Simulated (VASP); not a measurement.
# EuMo (Pm-3m) in VASP: single point with PBE

Aim: the single point of EuMo with PBE.

Everything below comes from runs of VASP 6.6.1. Logs are shortened: lines on timing, memory, paths and dates and some standing lists are left out, and cuts for length are marked.

### Step 1. The cell of the first run

It takes space group Pm-3m (No. 221, cubic). The conventional cell has a = 3.683 Å, b = 3.683 Å, c = 3.683 Å, α = 90.00°, β = 90.00°, γ = 90.00°. Within 4.2 Å of Eu (site symmetry m-3m) lie 8 Mo at 3.19 Å and 6 Eu at 3.68 Å. Mo (site symmetry m-3m) has 8 Eu at 3.19 Å and 6 Mo at 3.68 Å within 4.2 Å.

The cell was built from a structure type or drawn by symmetry, and may not be a known phase.

### Step 2. Single point, PBE, collinear spin, ferromagnetic start

INCAR reads:

```
  PREC = Accurate
  ENCUT = 520
  EDIFF = 1E-6
  ISMEAR = 0
  SIGMA = 0.1
  LREAL = False
  LASPH = True
  NELM = 150
  ALGO = Fast
  ISIF = 2
  LWAVE = False
  LCHARG = False
  ISPIN = 2
  MAGMOM = 7 0
  LORBIT = 11
  LMAXMIX = 6
  GGA = PE
  NBANDS = 26
```

KPOINTS reads:

```
regular mesh
0
Gamma
  6 6 6
```

POSCAR reads:

```
EuMo
1.0
    3.6830688300      0.0000000000      0.0000000000
    0.0000000000      3.6830688300      0.0000000000
    0.0000000000      0.0000000000      3.6830688300
Eu Mo
1 1
Direct
    0.5000000000      0.5000000000      0.5000000000
    0.0000000000      0.0000000000      0.0000000000
```

Potentials or basis: VASP PAW PBE potentials, release 64 (Eu, Mo_sv).

Started as:

```console
cat potpaw_PBE.64/Eu/POTCAR potpaw_PBE.64/Mo_sv/POTCAR > POTCAR
mpirun -np 1 vasp_std > vasp.out
```

OUTCAR:

```text
PREC = Accurate
   ENCUT = 520
   EDIFF = 1E-6
   ISMEAR = 0
   LREAL = False
   LASPH = True
   NELM = 150
   ISIF = 2
   ISPIN = 2
   LORBIT = 11
   GGA = PE

 ion  position               nearest neighbor table
   1  0.500  0.500  0.500-   2 3.19   2 3.19   2 3.19   2 3.19   2 3.19   2 3.19   2 3.19   2 3.19

   2  0.000  0.000  0.000-   1 3.19   1 3.19   1 3.19   1 3.19   1 3.19   1 3.19   1 3.19   1 3.19

  LATTYP: Found a simple cubic cell.
 ALAT       =     3.6830688300

  Lattice vectors:

 A1 = (   3.6830688300,   0.0000000000,   0.0000000000)
 A2 = (   0.0000000000,   3.6830688300,   0.0000000000)
 A3 = (   0.0000000000,   0.0000000000,   3.6830688300)

Analysis of symmetry for initial positions (statically):
=====================================================================
 Subroutine PRICEL returns:
 Original cell was already a primitive cell.

 Routine SETGRP: Setting up the symmetry group for a
 simple cubic supercell.

 Subroutine GETGRP returns: Found 48 space group operations
 (whereof 48 operations were pure point group operations)
 out of a pool of 48 trial point group operations.

The static configuration has the point symmetry O_h .

Analysis of symmetry for dynamics (positions and initial velocities):
=====================================================================
 Subroutine PRICEL returns:
 Original cell was already a primitive cell.

 Routine SETGRP: Setting up the symmetry group for a
 simple cubic supercell.

 Subroutine GETGRP returns: Found 48 space group operations
 (whereof 48 operations were pure point group operations)
 out of a pool of 48 trial point group operations.

The dynamic configuration has the point symmetry O_h .

Analysis of structural, dynamic, and magnetic symmetry:
=====================================================================
 Subroutine PRICEL returns:
 Original cell was already a primitive cell.

 Routine SETGRP: Setting up the symmetry group for a
 simple cubic supercell.

 Subroutine GETGRP returns: Found 48 space group operations
 (whereof 48 operations were pure point group operations)
 out of a pool of 48 trial point group operations.

The overall configuration has the point symmetry O_h .

 Subroutine INISYM returns: Found 48 space group operations
[... 112 lines left out ...]
     AMIX_MAG =   1.60;   BMIX_MAG =  1.00
  volume/ion in A,a.u.               =      24.98       168.58
  Fermi-wavevector in a.u.,A,eV,Ry     =   1.396322  2.638666 26.527482  1.949715
  Thomas-Fermi vector in A             =   2.519687
   LORBIT       =     11    0 simple, 1 ext, 2 COOP (PROOUT), +10 PAW based schemes
   GGA     = PE    functional components
   LHFCALC =     F    Hartree Fock is set to
   AEXX    =    0.0000 exact exchange contribution
   IVDW    =     0    specifies the selected vdW correction
   LEPSILON=     F    determine dielectric tensor
   LRPA    =     F    only Hartree local field effects (RPA)
 spin polarized calculation
 RMM-DIIS sequential band-by-band and
 Gauss-broadening in eV      SIGMA  =   0.10
  energy-cutoff  :      520.00
  volume of cell :       49.96
 maximum number of plane-waves:      1376
 NGX is ok and might be reduce to    28
   NGX = 13   NGY = 13   NGZ = 13

 number of electron      30.9999998 magnetization       7.0918817

 Free energy of the ion-electron system (eV)
  ---------------------------------------------------
  ext. energy  EPLUGINS =         0.00000000
  ---------------------------------------------------
  free energy    TOTEN  =       -20.10874489 eV

  energy without entropy =      -20.07020156  energy(sigma->0) =      -20.08947322

 E-fermi :   5.1890     XC(G=0): -11.0291

 val. band max:        5.1883986574   @ k =   0.3333   0.1667   0.0000
 cond. band min:       5.2057472372   @ k =   0.5000   0.1667   0.0000
 fundamental gap:      0.0173485798
 Fermi energy:         5.1889714441

 spin component 1

 k-point     1 :       0.0000    0.0000    0.0000
  band No.  band energies     occupation
      1     -55.3556      1.00000
      2     -35.7534      1.00000
      3     -29.4269      1.00000
      4     -29.4269      1.00000
      5     -29.4269      1.00000
      6     -14.2246      1.00000
[... 569 lines left out ...]
     25      12.5476      0.00000
     26      12.9300      0.00000
 Fermi energy:         5.1889714441

 spin component 2

 k-point     1 :       0.0000    0.0000    0.0000
  band No.  band energies     occupation
      1     -55.2206      1.00000
      2     -32.7901      1.00000
      3     -29.2766      1.00000
      4     -29.2766      1.00000
      5     -29.2766      1.00000
      6     -12.0687      1.00000
[... 569 lines left out ...]
     25      14.4397      0.00000
     26      15.1008      0.00000

------------------------ aborting loop because EDIFF is reached ----------------------------------------

  FORCE on cell =-STRESS in cart. coord.  units (eV):
  Direction    XX          YY          ZZ          XY          YZ          ZX
  --------------------------------------------------------------------------------------
  -------------------------------------------------------------------------------------
  Total       -2.4033222     -2.4033222     -2.4033222      0.0000000      0.0000000      0.0000000
  in kB      -77.0713678    -77.0713678    -77.0713678      0.0000000      0.0000000      0.0000000
  external PRESSURE =     -77.0713678 kB  Pullay stress =       0.0000000 kB

 VOLUME and BASIS-vectors are now :
 -----------------------------------------------------------------------------
  energy-cutoff  :      520.00
  volume of cell :       49.96
      direct lattice vectors                 reciprocal lattice vectors
     3.683068830  0.000000000  0.000000000     0.271512710  0.000000000  0.000000000
     0.000000000  3.683068830  0.000000000     0.000000000  0.271512710  0.000000000
     0.000000000  0.000000000  3.683068830     0.000000000  0.000000000  0.271512710

 POSITION                                       TOTAL-FORCE (eV/Angst)
 -----------------------------------------------------------------------------------
      1.84153      1.84153      1.84153         0.000000      0.000000      0.000000
      0.00000      0.00000      0.00000         0.000000      0.000000      0.000000
 -----------------------------------------------------------------------------------
    total drift:                                0.000000      0.000000      0.000000

  FREE ENERGIE OF THE ION-ELECTRON SYSTEM (eV)
  ---------------------------------------------------
  free  energy   TOTEN  =       -20.1087448891 eV

  energy  without entropy=      -20.0702015605  energy(sigma->0) =      -20.08947322

 total charge

# of ion       s       p       d       f       tot
--------------------------------------------------
    1        2.084   5.689   0.573   6.400  14.745
    2        2.317   6.026   3.882   0.000  12.226
--------------------------------------------------
tot          4.401  11.715   4.455   6.400  26.971

 magnetization (x)

# of ion       s       p       d       f       tot
--------------------------------------------------
    1       -0.003  -0.083   0.116   6.358   6.389
    2        0.009   0.012   0.220   0.000   0.241
--------------------------------------------------
tot          0.007  -0.071   0.336   6.358   6.630
```

OSZICAR:

```text
N       E                     dE             d eps       ncg     rms          rms(c)
DAV:   1     0.199946972596E+03    0.19995E+03   -0.13263E+04  3074   0.477E+03
DAV:   2     0.637123496379E+01   -0.19358E+03   -0.17425E+03  2930   0.485E+02
DAV:   3    -0.159502113138E+02   -0.22321E+02   -0.21403E+02  3160   0.126E+02
DAV:   4    -0.188098256662E+02   -0.28596E+01   -0.28120E+01  3962   0.332E+01
[... 48 lines left out ...]
RMM:  53    -0.201088049728E+02    0.82154E-05   -0.28950E-05  2750   0.502E-02    0.142E-01
RMM:  54    -0.201087643265E+02    0.40646E-04   -0.30947E-05  2974   0.572E-02    0.118E-01
RMM:  55    -0.201087427629E+02    0.21564E-04   -0.58106E-05  3251   0.767E-02    0.733E-02
RMM:  56    -0.201087439673E+02   -0.12045E-05   -0.20822E-05  2783   0.518E-02    0.560E-02
RMM:  57    -0.201087448891E+02   -0.92175E-06   -0.79648E-06  2255   0.354E-02
   1 F= -.20108745E+02 E0= -.20089473E+02  d E =-.385433E-01  mag=     7.0872
```

stdout:

```text
POSCAR found type information on POSCAR EuMo
 POSCAR found :  2 types and       2 ions
 scaLAPACK will be used
 LDA part: xc-table for (Slater+PW92), standard interpolation
 POSCAR, INCAR and KPOINTS ok, starting setup
 FFT: planning ... GRIDC
 FFT: planning ... GRID_SOFT
 FFT: planning ... GRID
 WAVECAR not read
 entering main loop
WARNING in EDDRMM: call to ZHEGV failed, returncode =   6  3     23
```

It took 4 min on 1 thread of Intel Xeon Platinum 8259CL at 2.50GHz (Skylake/Cascade Lake), shared host; peak memory 0.21 GiB.

Results:

- Free energy: -20.1087 eV
- Pressure: -7.7 GPa
- Net moment: 7.09 μB per cell
- Site moments: Eu +6.39; Mo +0.24 μB
- Valence electrons inside the program's atomic spheres: Eu 14.74; Mo 12.23

Caveat: the cell stands under tension; spin-orbit coupling is left out, which moves the levels of the heavy elements; semilocal functionals describe open f shells poorly, which spoils levels, moments and volumes. The state reached can hang on the start; a lower one may exist.
